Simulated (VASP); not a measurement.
**AlN: single point with PBE**

The system is AlN.

```
Al N
1.0
     0.00000    2.07517    2.07517
     2.07517    0.00000    2.07517
     2.07517    2.07517    0.00000
Al N
1 1
Direct
  0.00000 0.00000 0.00000
  0.50000 0.50000 0.50000
```

This cell differs from its parent crystal: volume changed by +6%.

- Program: VASP 6.6.1
- Task: single point
- Functional: PBE
- Potentials or basis: VASP PAW PBE potentials, release 64 (Al, N)
- Cutoff: 520 eV
- k mesh: 8 × 8 × 8
- Occupations: gaussian, width 0.01 eV
- Spin: no spin polarisation
- Dipole correction: no
- Further INCAR settings: ALGO = Normal; EDIFF = 1e-06; NBANDS = 11

```json
{"Pressure": "-13.3 GPa", "Band gap on the k mesh": "3.87 eV, indirect (least direct gap 4.59 eV)"}
```

Levels at points of the mesh, in eV from the valence-band top:
| k point | band 1 | band 2 | band 3 | band 4 | band 5 | band 6 | band 7 | band 8 | band 9 |
| --- | --- | --- | --- | --- | --- | --- | --- | --- | --- |
| (0.00, 0.00, 0.00) | -16.86 | 0.00 | 0.00 | 0.00 | 4.59 | 11.91 | 11.91 | 11.91 | 16.84 |
| (0.50, 0.00, 0.00) | -13.91 | -7.82 | -0.94 | -0.94 | 5.65 | 10.38 | 10.38 | 12.13 | 15.29 |
| (0.50, 0.50, 0.00) | -13.03 | -6.87 | -2.60 | -2.60 | 3.87 | 5.42 | 13.11 | 16.04 | 16.04 |

Wall time 5.5 s on 1 thread of Intel(R) Xeon(R) Platinum 8488C (Sapphire Rapids), on a shared host, peak memory 0.13 GiB.

 A k mesh can miss the band edges.
